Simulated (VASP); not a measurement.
Co, 2 atoms in the cell. It takes space group P6_3/mmc (No. 194, hexagonal). Conventional cell: a = 2.485 Å, b = 2.485 Å, c = 4.021 Å, α = 90.00°, β = 90.00°, γ = 120.00°. Co (site symmetry -6m2) has 12 Co at 2.47 to 2.48 Å within 3.3 Å. 

- Program: VASP 6.6.1
- Task: single point
- Functional: PBE
- Potentials or basis: VASP PAW PBE potentials, release 64 (Co)
- Cutoff: 520 eV
- k mesh: 18 × 18 × 10
- Occupations: gaussian, width 0.1 eV
- Spin: collinear spin, ferromagnetic start
- Starting moments: [1.84, 1.84] μB
- Dipole correction: no
- Further INCAR settings: ALGO = Normal; EDIFF = 1e-06; NBANDS = 20

Potentials or basis: VASP PAW PBE potentials, release 64 (Co).

Run with:

```bash
$ cat potpaw_PBE.64/Co/POTCAR > POTCAR
$ mpirun -np 1 vasp_std > vasp.out
```

Hardware: 1 thread of Intel(R) Xeon(R) 6975P-C (Granite Rapids), on a shared host.

Question: How long does it take, and how much memory?

Answer: Run time: 2.2 min on 1 thread of Intel(R) Xeon(R) 6975P-C (Granite Rapids), on a shared host, peak memory 0.23 GiB. Counts: scf iterations 13, k points 222.
